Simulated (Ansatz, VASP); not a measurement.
**BiO: VASP beside Ansatz**

```
CELL_PARAMETERS angstrom
3.46415 0.00000 0.00000
0.00000 3.46415 0.00000
0.00000 0.00000 3.46415
ATOMIC_POSITIONS crystal
Bi 0.50000 0.50000 0.50000
O 0.00000 0.00000 0.00000
```

Alike in both runs: task relaxation of cell and atoms; functional PBE; k mesh 6 × 6 × 6; occupations gaussian, width 0.2 eV; no spin polarisation.

```csv
,VASP,Ansatz
version,VASP 6.6.1,Ansatz 0.2.0
potentials or method,"VASP PAW PBE potentials, release 64 (Bi_d, O), cutoff 600 eV","scalar-relativistic, plane waves, PAW"
valence electrons in the cell,21,21
```

|  | VASP | Ansatz | Ansatz less VASP |
| --- | --- | --- | --- |
| gap on the k mesh at the Fermi level, each at its own relaxed structure (eV) | none | none | - |
| relaxed volume (Å³/atom) | 16.72 | 16.86 | +0.140 |
| relaxed cell length with the largest relative difference (Å) | 3.222 | 3.231 | +0.0090 |

A gap of «none» marks a metal or a gap that the smearing closes.

Spin-orbit coupling is off throughout. Noted on VASP's run: the volume moved by over 15 % at a fixed basis, so the end points are rough.
